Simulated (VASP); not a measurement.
Write the native input for VASP 6.6.1 that does the following.

```yaml
Task: single point
Functional: PBEsol
Potentials_or_basis: VASP PAW PBE potentials, release 64 (Pb_d)
Cutoff: 520 eV
k_mesh: 12 × 12 × 7
Occupations: fermi-dirac, width 0.05 eV
Spin: no spin polarisation
Dipole_correction: no
Further_INCAR_settings: ALGO = Normal; EDIFF = 1e-06; NBANDS = 21
```

The structure of Pb lies in POSCAR:

```
Pb
1.0
    3.5496007044      0.0000000000      0.0000000000
   -1.7748003522      3.0740443833      0.0000000000
    0.0000000000      0.0000000000      5.5900000000
Pb
2
Direct
    0.3333333333      0.6666666667      0.2500000000
    0.6666666667      0.3333333333      0.7500000000
```

This isn't the form of Pb at room conditions, which is fcc.

This cell differs from its parent crystal: equal xx and yy strain of +2 %.

The input as run:

INCAR

```
SYSTEM = Pb
PREC = Accurate ; ENCUT = 520
EDIFF = 1E-6 ; ISMEAR = -1
SIGMA = 0.05 ; LREAL = .FALSE.
LASPH = .TRUE. ; NELM = 80
ALGO = Normal ; ISIF = 2
LWAVE = .FALSE. ; LCHARG = .TRUE.
GGA = PS ; LELF = .TRUE.
LVHAR = .TRUE. ; NBANDS = 21
```

KPOINTS

```
Automatic mesh
0
G
  12 12 7
  0 0 0
```

Potentials or basis: VASP PAW PBE potentials, release 64 (Pb_d).

The run is started by

```console
$ cat potpaw_PBE.64/Pb_d/POTCAR > POTCAR
$ mpirun -np 1 vasp_std > vasp.out
```

It gave:

* Pressure: -1.1 GPa
* Band gap on the k mesh: zero (bands 14 and 15 overlap by 7.22 eV)

Caveat: the cell differs from its parent crystal (equal xx and yy strain of +2 %); the PAW data sets were made with another functional, which shifts forces and pressure a little; spin-orbit coupling is left out, which moves the levels of the heavy elements.

Wall time 27 s on 1 thread of Intel(R) Xeon(R) 6975P-C (Granite Rapids), on a shared host, peak memory 0.22 GiB.
